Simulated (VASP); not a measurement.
# Ir (Fm-3m) in VASP: notebook

The runs below take Ir through single point, with LDA.

All numbers are computed with VASP 6.6.1; they aren't measurements. Logs are shortened: lines on timing, memory, paths and dates and some standing lists are left out, and cuts for length are marked.

## (1) The cell of the first run

It takes space group Fm-3m (No. 225, cubic). The conventional cell has a = 3.742 Å, b = 3.742 Å, c = 3.742 Å, α = 90.00°, β = 90.00°, γ = 90.00°. Ir (site symmetry m-3m) has 12 Ir at 2.65 Å within 3.5 Å.

## (2) Single point, LDA (13.10 Å³/atom)

The input, INCAR:

```
SYSTEM = Ir
ALGO = Normal
EDIFF = 1E-6
ENCUT = 520
ISIF = 2
ISMEAR = 0
LASPH = .True.
LCHARG = .False.
LREAL = .False.
LWAVE = .False.
NBANDS = 10
NELM = 60
PREC = Accurate
SIGMA = 0.15
```

The input, KPOINTS:

```
k-points
0
Gamma
  22 22 22
  0 0 0
```

The input, POSCAR:

```
Ir
1.0
    0.0000000000      1.8709334088      1.8709334088
    1.8709334088      0.0000000000      1.8709334088
    1.8709334088      1.8709334088      0.0000000000
Ir
1
Direct
    0.0000000000      0.0000000000      0.0000000000
```

Potentials or basis: VASP PAW LDA potentials, release 64 (Ir).

The run is started by

```sh
cat potpaw_LDA.64/Ir/POTCAR > POTCAR
mpirun -np 1 vasp_std > vasp.out
```

OUTCAR:

```text
SYSTEM = Ir
   EDIFF = 1E-6
   ENCUT = 520
   ISIF = 2
   ISMEAR = 0
   LASPH = .True.
   LREAL = .False.
   NELM = 60
   PREC = Accurate

 ion  position               nearest neighbor table
   1  0.000  0.000  0.000-

  LATTYP: Found a face centered cubic cell.
 ALAT       =     3.7418668176

  Lattice vectors:

 A1 = (   0.0000000000,   1.8709334088,   1.8709334088)
 A2 = (   1.8709334088,   0.0000000000,   1.8709334088)
 A3 = (   1.8709334088,   1.8709334088,   0.0000000000)

Analysis of symmetry for initial positions (statically):
=====================================================================
 Subroutine PRICEL returns:
 Original cell was already a primitive cell.

 Routine SETGRP: Setting up the symmetry group for a
 face centered cubic supercell.

 Subroutine GETGRP returns: Found 48 space group operations
 (whereof 48 operations were pure point group operations)
 out of a pool of 48 trial point group operations.

The static configuration has the point symmetry O_h .

Analysis of symmetry for dynamics (positions and initial velocities):
=====================================================================
 Subroutine PRICEL returns:
 Original cell was already a primitive cell.

 Routine SETGRP: Setting up the symmetry group for a
 face centered cubic supercell.

 Subroutine GETGRP returns: Found 48 space group operations
 (whereof 48 operations were pure point group operations)
 out of a pool of 48 trial point group operations.

The dynamic configuration has the point symmetry O_h .

 Subroutine INISYM returns: Found 48 space group operations
 (whereof 48 operations are pure point group operations),
 and found     1 'primitive' translations

----------------------------------------------------------------------------------------

                                     Primitive cell

  volume of cell :      13.0980

  direct lattice vectors                    reciprocal lattice vectors
     0.000000000  1.870933409  1.870933409    -0.267246283  0.267246283  0.267246283
     1.870933409  0.000000000  1.870933409     0.267246283 -0.267246283  0.267246283
     1.870933409  1.870933409  0.000000000     0.267246283  0.267246283 -0.267246283

  length of vectors
     2.645899401  2.645899401  2.645899401     0.462884141  0.462884141  0.462884141

  position of ions in fractional coordinates (direct lattice)
     0.000000000  0.000000000  0.000000000

  ion indices of the primitive-cell ions
   primitive index   ion index
                 1           1

----------------------------------------------------------------------------------------

 KPOINTS: k-points

Automatic generation of k-mesh.
 Grid dimensions read from file:
 generate k-points for:   22   22   22

 Generating k-lattice:

  Cartesian coordinates                     Fractional coordinates (reciprocal lattice)
    -0.012147558  0.012147558  0.012147558     0.045454545  0.000000000  0.000000000
     0.012147558 -0.012147558  0.012147558     0.000000000  0.045454545  0.000000000
     0.012147558  0.012147558 -0.012147558     0.000000000  0.000000000  0.045454545

  Length of vectors
     0.021040188  0.021040188  0.021040188

  Shift w.r.t. Gamma in fractional coordinates (k-lattice)
     0.000000000  0.000000000  0.000000000

 Subroutine IBZKPT returns following result:
 ===========================================

 Found    328 irreducible k-points:

 Following reciprocal coordinates:
            Coordinates               Weight
  0.000000  0.000000  0.000000      1.000000
  0.045455  0.000000  0.000000      8.000000
  0.090909  0.000000  0.000000      8.000000
  0.136364  0.000000  0.000000      8.000000
  0.181818  0.000000  0.000000      8.000000
  0.227273  0.000000  0.000000      8.000000
[... 16 lines left out ...]
  0.500000  0.045455  0.000000     24.000000
 -0.454545  0.045455  0.000000     24.000000
 [... further k-points ...]
   k-points           NKPTS =    328   k-points in BZ     NKDIM =    328   number of bands    NBANDS=     10
   number of dos      NEDOS =    301   number of ions     NIONS =      1
   total plane-waves  NPLWV =   8000
   dimension x,y,z NGX =    20 NGY =   20 NGZ =   20
   dimension x,y,z NGXF=    40 NGYF=   40 NGZF=   40
   ions per type =               1
   NGX,Y,Z   is equivalent  to a cutoff of  12.57, 12.57, 12.57 a.u.
   NGXF,Y,Z  is equivalent  to a cutoff of  25.13, 25.13, 25.13 a.u.
 SYSTEM =  Ir
   PREC   = accura    normal or accurate (medium, high low for compatibility)
   ISTART =      0    job   : 0-new  1-cont  2-samecut
   ICHARG =      2    charge: 1-file 2-atom 10-const
   ISPIN  =      1    spin polarized calculation?
   LNONCOLLINEAR =      F non collinear calculations
   LSORBIT =      F    spin-orbit coupling
   LASPH  =      T    aspherical Exc in radial PAW
   ENCUT  =  520.0 eV  38.22 Ry    6.18 a.u.   4.92  4.92  4.92*2*pi/ulx,y,z
   NELM   =     60;   NELMIN=  2; NELMDL= -5     # of ELM steps
   EDIFF  = 0.1E-05   stopping-criterion for ELM
   LREAL  =      F    real-space projection
   EDIFFG = 0.1E-04   stopping-criterion for IOM
   NSW    =      0    number of steps for IOM
   IBRION =     -1    ionic relax: 0-MD 1-quasi-New 2-CG
   NFREE  =      0    steps in history (QN), initial steepest desc. (CG)
   ISIF   =      2    stress and relaxation
   ISYM   =      2    0-nonsym 1-usesym 2-fastsym
   POTIM  = 0.5000    time-step for ionic-motion
   TEBEG  =    0.0;   TEEND  =   0.0 temperature during run
   PSTRESS=    0.0 pullay stress
   NELECT =       9.0000    total number of electrons
   NUPDOWN=      -1.0000    fix difference up-down
   EMIN   =  10.00;   EMAX   =-10.00  energy-range for DOS
   EFERMI =   0.00;   METHOD = LEGACY
   ISMEAR =     0;   SIGMA  =   0.15  broadening in eV -4-tet -1-fermi 0-gaus
   EFERMI_NEDOS =   21; number of points for ismear=-14 and -15
   IALGO  =     38    algorithm
   IMIX   =      4    mixing-type and parameters
     AMIX     =   0.40;   BMIX     =  1.00
     AMIX_MAG =   1.60;   BMIX_MAG =  1.00
  volume/ion in A,a.u.               =      13.10        88.39
  Fermi-wavevector in a.u.,A,eV,Ry     =   1.444621  2.729938 28.394415  2.086931
  Thomas-Fermi vector in A             =   2.562895
   LORBIT       =      0    0 simple, 1 ext, 2 COOP (PROOUT), +10 PAW based schemes
   GGA     = CA    functional components
   LHFCALC =     F    Hartree Fock is set to
   AEXX    =    0.0000 exact exchange contribution
   IVDW    =     0    specifies the selected vdW correction
   LEPSILON=     F    determine dielectric tensor
   LRPA    =     F    only Hartree local field effects (RPA)
 non-spin polarized calculation
 Gauss-broadening in eV      SIGMA  =   0.15
  energy-cutoff  :      520.00
  volume of cell :       13.10
 maximum number of plane-waves:       365
   NGX =  9   NGY =  9   NGZ =  9

 number of electron       9.0000000 magnetization

 Free energy of the ion-electron system (eV)
  ---------------------------------------------------
  ext. energy  EPLUGINS =         0.00000000
  ---------------------------------------------------
  free energy    TOTEN  =       -10.25600967 eV

  energy without entropy =      -10.24515835  energy(sigma->0) =      -10.25058401

 E-fermi :  11.6947     XC(G=0): -14.5881

 val. band max:       11.6930054512   @ k =   0.3636   0.1818   0.0000
 cond. band min:      11.6973304508   @ k =   0.4091   0.1818   0.0455
 fundamental gap:      0.0043249996
 Fermi energy:        11.6946624961

 k-point     1 :       0.0000    0.0000    0.0000
  band No.  band energies     occupation
      1      -0.2291      2.00000
      2       7.3186      2.00000
      3       7.3186      2.00000
      4       7.3186      2.00000
      5      10.3952      2.00000
      6      10.3952      2.00000
      7      25.8773      0.00000
      8      31.8882      0.00000
      9      31.8882      0.00000
     10      31.8882      0.00000

 k-point     2 :       0.0455    0.0000    0.0000
  band No.  band energies     occupation
      1      -0.1284      2.00000
      2       7.2616      2.00000
      3       7.3641      2.00000
      4       7.3641      2.00000
      5      10.3632      2.00000
      6      10.3632      2.00000
      7      26.0590      0.00000
      8      31.3528      0.00000
      9      32.0597      0.00000
     10      32.0597      0.00000

 k-point     3 :       0.0909    0.0000    0.0000
  band No.  band energies     occupation
      1       0.1660      2.00000
      2       7.1082      2.00000
      3       7.4893      2.00000
      4       7.4893      2.00000
      5      10.2839      2.00000
      6      10.2839      2.00000
      7      26.5744      0.00000
      8      30.2135      0.00000
      9      32.5641      0.00000
     10      32.5641      0.00000

 k-point     4 :       0.1364    0.0000    0.0000
  band No.  band energies     occupation
      1       0.6293      2.00000
      2       6.9080      2.00000
      3       7.6574      2.00000
      4       7.6574      2.00000
      5      10.2082      2.00000
      6      10.2082      2.00000
      7      27.3082      0.00000
      8      28.9798      0.00000
      9      33.3715      0.00000
     10      33.3715      0.00000
[... 222 lines left out ...]
 k-point    22 :       0.4545    0.0455    0.0000
  band No.  band energies     occupation
      1       2.8558      2.00000
      2       7.1627      2.00000
      3       7.3464      2.00000
      4       9.8459      2.00000
      5      12.6933      0.00000
      6      12.8046      0.00000
      7      20.5477      0.00000
      8      25.8756      0.00000
      9      32.2463      0.00000
     10      32.7082      0.00000

 k-point    23 :       0.5000    0.0455    0.0000
  band No.  band energies     occupation
      1       2.8401      2.00000
      2       7.1189      2.00000
      3       7.2845      2.00000
      4      10.3637      2.00000
      5      12.7736      0.00000
      6      13.1963      0.00000
      7      19.8269      0.00000
      8      25.6363      0.00000
      9      32.0503      0.00000
     10      32.0677      0.00000

 k-point    24 :      -0.4545    0.0455    0.0000
  band No.  band energies     occupation
      1       2.8445      2.00000
      2       7.1410      2.00000
      3       7.2834      2.00000
      4      10.2749      2.00000
      5      12.6113      0.00000
      6      13.2338      0.00000
      7      19.9858      0.00000
      8      25.6845      0.00000
      9      31.9201      0.00000
     10      32.3734      0.00000

 [... further k-points ...]

------------------------ aborting loop because EDIFF is reached ----------------------------------------

  FORCE on cell =-STRESS in cart. coord.  units (eV):
  Direction    XX          YY          ZZ          XY          YZ          ZX
  --------------------------------------------------------------------------------------
  -------------------------------------------------------------------------------------
  Total        2.3762948      2.3762948      2.3762948      0.0000000      0.0000000      0.0000000
  in kB      290.6738167    290.6738167    290.6738167      0.0000000      0.0000000      0.0000000
  external PRESSURE =     290.6738167 kB  Pullay stress =       0.0000000 kB

 VOLUME and BASIS-vectors are now :
 -----------------------------------------------------------------------------
  energy-cutoff  :      520.00
  volume of cell :       13.10
      direct lattice vectors                 reciprocal lattice vectors
     0.000000000  1.870933409  1.870933409    -0.267246283  0.267246283  0.267246283
     1.870933409  0.000000000  1.870933409     0.267246283 -0.267246283  0.267246283
     1.870933409  1.870933409  0.000000000     0.267246283  0.267246283 -0.267246283

 POSITION                                       TOTAL-FORCE (eV/Angst)
 -----------------------------------------------------------------------------------
      0.00000      0.00000      0.00000         0.000000      0.000000      0.000000
 -----------------------------------------------------------------------------------
    total drift:                                0.000000      0.000000      0.000000

  FREE ENERGIE OF THE ION-ELECTRON SYSTEM (eV)
  ---------------------------------------------------
  free  energy   TOTEN  =       -10.2560096658 eV

  energy  without entropy=      -10.2451583505  energy(sigma->0) =      -10.25058401
```

Wall time 36 s (1 thread of Intel Xeon Platinum 8488C (Sapphire Rapids), shared host); peak memory 0.16 GiB.

Results:

```
Free energy            : -10.2560 eV
Pressure               : 29.1 GPa
Band gap on the k mesh : zero (an odd number of electrons rules out a gap without spin polarisation)
```

Levels at points of the mesh, in eV from the Fermi level:
```csv
k point,band 1,band 2,band 3,band 4,band 5,band 6,band 7,band 8
"(0.00, 0.00, 0.00)",-11.92,-4.38,-4.38,-4.38,-1.30,-1.30,14.18,20.19
"(0.50, 0.00, 0.00)",-8.94,-4.49,-4.49,-0.87,1.07,1.07,8.13,13.74
"(0.50, 0.50, 0.00)",-8.83,-8.23,1.06,1.73,1.73,1.79,11.67,12.10
```

Caveat: the cell stands under pressure; spin-orbit coupling is left out, which moves the levels of the heavy elements.

## (3) Single point, LDA

This run uses another cell than the first one, of 13.84 Å³/atom.

The input, INCAR:

```
SYSTEM = Ir
PREC     = Accurate       ! precision mode
ENCUT    = 520            ! plane-wave cutoff, eV
EDIFF    = 1E-7           ! SCF threshold, eV
ISMEAR   = 0              ! smearing method
SIGMA    = 0.15           ! smearing width, eV
LREAL    = .False.        ! projectors in reciprocal space
LASPH    = .True.         ! aspherical terms in the spheres
NELM     = 80             ! most SCF steps
ALGO     = Normal         ! electronic algorithm
ISIF     = 2              ! what is computed and relaxed
LWAVE    = .False.        ! write WAVECAR
LCHARG   = .False.        ! write CHGCAR
GGA      = CA             ! functional
NBANDS   = 10             ! bands
```

The input, KPOINTS:

```
regular mesh
0
Gamma
  22 22 22
  0 0 0
```

The input, POSCAR:

```
Ir
1.0
    0.0000000000      1.9054048527      1.9054048527
    1.9054048527      0.0000000000      1.9054048527
    1.9054048527      1.9054048527      0.0000000000
Ir
1
Direct
    0.0000000000      0.0000000000      0.0000000000
```

Potentials or basis: VASP PAW LDA potentials, release 64 (Ir).

The run is started by

```sh
cat potpaw_LDA.64/Ir/POTCAR > POTCAR
mpirun -np 1 vasp_std > vasp.out
```

Run time: 36 s. Hardware: 1 thread of Intel Xeon Platinum 8488C (Sapphire Rapids), shared host; peak memory 0.16 GiB.

It converged, with:

```yaml
Free_energy: -10.3266 eV
Pressure: 2.8 GPa
Band_gap_on_the_k_mesh: zero (an odd number of electrons rules out a gap without spin polarisation)
```

Levels at points of the mesh, in eV from the Fermi level:
```
           k point  band 1  band 2  band 3  band 4  band 5  band 6  band 7  band 8
(0.00, 0.00, 0.00)  -11.32   -4.02   -4.02   -4.02   -1.20   -1.20   14.33   20.00
(0.50, 0.00, 0.00)   -8.33   -4.12   -4.12   -0.74    0.97    0.97    7.53   13.87
(0.50, 0.50, 0.00)   -8.15   -7.59    0.95    1.56    1.56    1.77   10.86   11.83
```

Caveat: spin-orbit coupling is left out, which moves the levels of the heavy elements.

## (4) Single point, LDA (14.20 Å³/atom)

This run uses another cell than the first one, of 14.20 Å³/atom.

The input, INCAR:

```
PREC     = Accurate       # precision mode
ENCUT    = 520            # plane-wave cutoff, eV
EDIFF    = 1E-6           # SCF threshold, eV
ISMEAR   = 0              # smearing method
SIGMA    = 0.15           # smearing width, eV
LREAL    = F              # projectors in reciprocal space
LASPH    = T              # aspherical terms in the spheres
NELM     = 100            # most SCF steps
ALGO     = Normal         # electronic algorithm
ISIF     = 2              # what is computed and relaxed
LWAVE    = F              # write WAVECAR
LCHARG   = T              # write CHGCAR
GGA      = CA             # functional
LELF     = T              # ELF
LVHAR    = T            
NBANDS   = 10             # bands
```

The input, KPOINTS:

```
regular mesh
0
Gamma
  22 22 22
```

The input, POSCAR:

```
Ir
1.0
    0.0000000000      1.9221777951      1.9221777951
    1.9221777951      0.0000000000      1.9221777951
    1.9221777951      1.9221777951      0.0000000000
Ir
1
Direct
    0.0000000000      0.0000000000      0.0000000000
```

The run is started by

```sh
cat potpaw_LDA.64/Ir/POTCAR > POTCAR
mpirun -np 1 vasp_std > vasp.out
```

Run time: 34 s. Hardware: 1 thread of Intel Xeon Platinum 8488C (Sapphire Rapids), shared host; peak memory 0.16 GiB.

It converged, with:

```yaml
Free_energy: -10.3211 eV
Pressure: -7.5 GPa
Band_gap_on_the_k_mesh: zero (an odd number of electrons rules out a gap without spin polarisation)
```

Levels at points of the mesh, in eV from the Fermi level:
| k point | band 1 | band 2 | band 3 | band 4 | band 5 | band 6 | band 7 | band 8 |
| --- | --- | --- | --- | --- | --- | --- | --- | --- |
| (0.00, 0.00, 0.00) | -11.03 | -3.86 | -3.86 | -3.86 | -1.16 | -1.16 | 14.38 | 19.90 |
| (0.50, 0.00, 0.00) | -8.04 | -3.95 | -3.95 | -0.68 | 0.92 | 0.92 | 7.25 | 13.92 |
| (0.50, 0.50, 0.00) | -7.84 | -7.29 | 0.91 | 1.48 | 1.48 | 1.77 | 10.49 | 11.71 |

Caveat: the cell stands under tension; spin-orbit coupling is left out, which moves the levels of the heavy elements.

## (5) Summary

| cell | gap on the mesh (eV) | pressure (GPa) |
| --- | --- | --- |
| a = 2.646 Å, angles 60.0°, 1 atom | none | 29.1 |
| a = 2.695 Å, angles 60.0°, 1 atom | none | 2.8 |
| a = 2.718 Å, angles 60.0°, 1 atom | none | -7.5 |

Alike in all rows: task single point; level LDA; potentials or basis VASP PAW LDA potentials, release 64 (Ir); no spin polarisation; k mesh 22 × 22 × 22; cutoff (eV) 520; smearing gaussian 0.15 eV.

Caveats: spin-orbit coupling is left out, which moves the levels of the heavy elements; the cell stands under pressure (at least some runs); the cell stands under tension (at least some runs).

Total energies depend on the potentials used, so only differences within one code and one set of settings carry meaning.
